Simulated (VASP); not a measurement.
# Si (Imma) in VASP: notebook, part 2 of 2

VASP 6.6.1.

**4. Electric field gradients, LDA (14.28 Å³/atom)**

This run uses another cell than the first one, of 14.28 Å³/atom.

INCAR

```
SYSTEM = Si
  PREC = Accurate
  ENCUT = 520
  EDIFF = 1E-8
  ISMEAR = -1
  SIGMA = 0.05
  LREAL = .FALSE.
  LASPH = .TRUE.
  NELM = 100
  ALGO = Normal
  ISIF = 2
  LWAVE = .FALSE.
  LCHARG = .FALSE.
  LEFG = .TRUE.
  NBANDS = 11
```

KPOINTS

```
Automatic mesh
0
G
  16 16 16
  0 0 0
```

POSCAR

```
Si
1.0
   -2.2879081992      2.4073347711      1.2959053549
    2.2879081992     -2.4073347711      1.2959053549
    2.2879081992      2.4073347711     -1.2959053549
Si
2
Direct
    0.8070000000      0.5570000000      0.2500000000
    0.1930000000      0.4430000000      0.7500000000
```

Potentials or basis: VASP PAW LDA potentials, release 64 (Si).

Started as:

```console
$ cat potpaw_LDA.64/Si/POTCAR > POTCAR
$ mpirun -np 1 vasp_std > vasp.out
```

OUTCAR:

```text
SYSTEM = Si
   PREC = Accurate
   ENCUT = 520
   EDIFF = 1E-8
   ISMEAR = -1
   LREAL = .FALSE.
   LASPH = .TRUE.
   NELM = 100
   ISIF = 2

 ion  position               nearest neighbor table
   1  0.807  0.557  0.250-   2 2.43   2 2.43   2 2.50   2 2.50   2 2.79   2 2.79
   2  0.193  0.443  0.750-   1 2.43   1 2.43   1 2.50   1 2.50   1 2.79   1 2.79

  LATTYP: Found a body centered orthorhombic cell.
 ALAT       =     2.5918107098
 B/A-ratio  =     1.7654901961
 C/A-ratio  =     1.8576470589

  Lattice vectors:

 A1 = (   2.2879081992,  -2.4073347711,   1.2959053549)
 A2 = (  -2.2879081992,  -2.4073347711,  -1.2959053549)
 A3 = (   2.2879081992,   2.4073347711,  -1.2959053549)

Analysis of symmetry for initial positions (statically):
=====================================================================
 Subroutine PRICEL returns:
 Original cell was already a primitive cell.

 Routine SETGRP: Setting up the symmetry group for a
 body centered orthorhombic supercell.

 Subroutine GETGRP returns: Found  8 space group operations
 (whereof  4 operations were pure point group operations)
 out of a pool of  8 trial point group operations.

The static configuration has the point symmetry C_2h.
 The point group associated with its full space group is D_2h.

Analysis of symmetry for dynamics (positions and initial velocities):
=====================================================================
 Subroutine PRICEL returns:
 Original cell was already a primitive cell.

 Routine SETGRP: Setting up the symmetry group for a
 body centered orthorhombic supercell.

 Subroutine GETGRP returns: Found  8 space group operations
 (whereof  4 operations were pure point group operations)
 out of a pool of  8 trial point group operations.

The dynamic configuration has the point symmetry C_2h.
 The point group associated with its full space group is D_2h.

 Subroutine INISYM returns: Found  8 space group operations
 (whereof  4 operations are pure point group operations),
 and found     1 'primitive' translations

----------------------------------------------------------------------------------------

                                     Primitive cell

  volume of cell :      28.5501

  direct lattice vectors                    reciprocal lattice vectors
    -2.287908199  2.407334771  1.295905355     0.000000000  0.207698574  0.385830646
     2.287908199 -2.407334771  1.295905355     0.218540237  0.000000000  0.385830646
     2.287908199  2.407334771 -1.295905355     0.218540237  0.207698574  0.000000000

  length of vectors
     3.564990227  3.564990227  3.564990227     0.438182593  0.443424314  0.301493836

  position of ions in fractional coordinates (direct lattice)
     0.807000000  0.557000000  0.250000000
     0.193000000  0.443000000  0.750000000

  ion indices of the primitive-cell ions
   primitive index   ion index
                 1           1
                 2           2

----------------------------------------------------------------------------------------

 KPOINTS: Automatic mesh

[... 78 lines left out ...]
   NELECT =       8.0000    total number of electrons
   NUPDOWN=      -1.0000    fix difference up-down
   EMIN   =  10.00;   EMAX   =-10.00  energy-range for DOS
   EFERMI =   0.00;   METHOD = LEGACY
   ISMEAR =    -1;   SIGMA  =   0.05  broadening in eV -4-tet -1-fermi 0-gaus
   EFERMI_NEDOS =   21; number of points for ismear=-14 and -15
   IALGO  =     38    algorithm
   IMIX   =      4    mixing-type and parameters
     AMIX     =   0.40;   BMIX     =  1.00
     AMIX_MAG =   1.60;   BMIX_MAG =  1.00
  volume/ion in A,a.u.               =      14.28        96.33
  Fermi-wavevector in a.u.,A,eV,Ry     =   1.071278  2.024421 15.614533  1.147636
  Thomas-Fermi vector in A             =   2.207013
   LORBIT       =      0    0 simple, 1 ext, 2 COOP (PROOUT), +10 PAW based schemes
   GGA     = CA    functional components
   LHFCALC =     F    Hartree Fock is set to
   AEXX    =    0.0000 exact exchange contribution
   IVDW    =     0    specifies the selected vdW correction
   LEPSILON=     F    determine dielectric tensor
   LRPA    =     F    only Hartree local field effects (RPA)
 non-spin polarized calculation
  energy-cutoff  :      520.00
  volume of cell :       28.55
 maximum number of plane-waves:       781
   NGX = 13   NGY = 13   NGZ = 13

 number of electron       8.0000000 magnetization

 Free energy of the ion-electron system (eV)
  ---------------------------------------------------
  ext. energy  EPLUGINS =         0.00000000
  ---------------------------------------------------
  free energy    TOTEN  =       -11.47973865 eV

  energy without entropy =      -11.47360758  energy(sigma->0) =      -11.47667311

 E-fermi :   9.9834     XC(G=0): -11.2554

 val. band max:        9.9827529009   @ k =   0.0625   0.1250  -0.0000
 cond. band min:       9.9958194627   @ k =   0.0000   0.3750   0.0000
 fundamental gap:      0.0130665618
 Fermi energy:         9.9833601325

 k-point     1 :       0.0000    0.0000    0.0000
  band No.  band energies     occupation
      1      -4.3103      2.00000
      2       7.1588      2.00000
      3       7.6203      2.00000
      4       8.1292      2.00000
      5      11.3416      0.00000
      6      17.6892      0.00000
      7      18.6708      0.00000
      8      19.5309      0.00000
      9      19.9713      0.00000
     10      20.0922      0.00000
     11      21.7550      0.00000
[... 309 lines left out ...]
 k-point    24 :      -0.1250    0.0625    0.0000
  band No.  band energies     occupation
      1      -4.1033      2.00000
      2       6.0023      2.00000
      3       7.3503      2.00000
      4       9.3808      1.99999
      5      12.2283      0.00000
      6      15.8130      0.00000
      7      17.7865      0.00000
      8      18.9269      0.00000
      9      19.4692      0.00000
     10      20.7201      0.00000
     11      22.1403      0.00000

 [... further k-points ...]
[... 5 lines left out ...]
  --------------------------------------------------------------------------------------
  -------------------------------------------------------------------------------------
  Total        0.5652536      0.8009982      0.6239543      0.0000000     -0.0000000      0.0000000
  in kB       31.7209029     44.9504185     35.0150680      0.0000000     -0.0000000      0.0000000
  external PRESSURE =      37.2287965 kB  Pullay stress =       0.0000000 kB

 VOLUME and BASIS-vectors are now :
 -----------------------------------------------------------------------------
  energy-cutoff  :      520.00
  volume of cell :       28.55
      direct lattice vectors                 reciprocal lattice vectors
    -2.287908199  2.407334771  1.295905355     0.000000000  0.207698574  0.385830646
     2.287908199 -2.407334771  1.295905355     0.218540237  0.000000000  0.385830646
     2.287908199  2.407334771 -1.295905355     0.218540237  0.207698574  0.000000000

 POSITION                                       TOTAL-FORCE (eV/Angst)
 -----------------------------------------------------------------------------------
      0.00000      1.20367      1.44364        -0.000000     -0.000000      0.054531
      2.28791      1.20367     -0.14773         0.000000      0.000000     -0.054531
 -----------------------------------------------------------------------------------
    total drift:                                0.000000     -0.000000     -0.000000

  FREE ENERGIE OF THE ION-ELECTRON SYSTEM (eV)
  ---------------------------------------------------
  free  energy   TOTEN  =       -11.4797386454 eV

  energy  without entropy=      -11.4736075761  energy(sigma->0) =      -11.47667311

 Electric field gradients (V/A^2)
---------------------------------------------------------------------
 ion       V_xx      V_yy      V_zz      V_xy      V_xz      V_yz
---------------------------------------------------------------------
   1       9.351   -25.308    15.957    -0.000    -0.000    -0.000
   2       9.351   -25.308    15.957    -0.000    -0.000    -0.000
---------------------------------------------------------------------

 Electric field gradients after diagonalization (V/A^2)
 (convention: |V_zz| > |V_xx| > |V_yy|)
----------------------------------------------------------------------
 ion       V_xx      V_yy      V_zz     asymmetry (V_yy - V_xx)/ V_zz
----------------------------------------------------------------------
   1      15.957     9.351   -25.308       0.261
   2      15.957     9.351   -25.308       0.261
----------------------------------------------------------------------

           NMR quadrupolar parameters

 Cq : quadrupolar parameter    Cq=e*Q*V_zz/h
 eta: asymmetry parameters     (V_yy - V_xx)/ V_zz
 Q  : nuclear electric quadrupole moment in mb (millibarn)
----------------------------------------------------------------------
 ion       Cq(MHz)       eta       Q (mb)
----------------------------------------------------------------------
   1      -0.061       0.261       1.000
   2      -0.061       0.261       1.000
----------------------------------------------------------------------
```

stdout:

```text
POSCAR found type information on POSCAR Si
 POSCAR found :  1 types and       2 ions
 scaLAPACK will be used
 LDA part: xc-table for (Slater(with rela. corr.)+CA(PZ))
 , standard interpolation
 POSCAR, INCAR and KPOINTS ok, starting setup
 FFT: planning ... GRIDC
 FFT: planning ... GRID_SOFT
 FFT: planning ... GRID
 WAVECAR not read
 entering main loop
ion   1

ion   2
```

Wall time 4.2 min (1 thread of Intel Xeon 8259CL, shared host); peak memory 0.26 GiB.

What came out:

```yaml
Free_energy: -11.4797 eV
Pressure: 3.7 GPa
Largest_force: 0.055 eV/Å
Band_gap_on_the_k_mesh: zero (bands 4 and 5 overlap by 7.06 eV)
Largest_electric_field_gradient_by_atom: Si -25.3 V/Å²
```

Forces on the atoms (eV/Å):
```
Si   0.000  0.000  0.055
Si   0.000  0.000 -0.055
```

Stress tensor (GPa, compression positive):
```
3.17 0.00 0.00
0.00 4.50 0.00
0.00 0.00 3.50
```

Electric field gradients, principal values (V/Å²):
```
atom  least  middle  greatest (by size)
1 Si  9.351  15.957             -25.308
2 Si  9.351  15.957             -25.308
```

Caveat: the cell stands under pressure; without QUAD_EFG the Cq values of the log hold for a quadrupole moment of 1 mb, not for the nuclei.

**5. The runs side by side**

```tsv
cell	gap on the mesh (eV)	pressure (GPa)	largest force (eV/Å)
a = 3.507 Å, angles 100.2, 95.0, 137.4°, 2 atoms	none	11.0	0.02
a = 3.536 Å, angles 100.2, 95.0, 137.4°, 2 atoms	none	7.1	0.04
a = 3.565 Å, angles 100.2, 95.0, 137.4°, 2 atoms	none	3.7	0.05
```

Alike in all rows: task electric field gradients; level LDA; potentials or basis VASP PAW LDA potentials, release 64 (Si); no spin polarisation; k mesh 16 × 16 × 16; cutoff (eV) 520; smearing fermi-dirac 0.05 eV.

Caveats: the cell stands under pressure.

Total energies depend on the potentials used, so only differences within one code and one set of settings carry meaning.
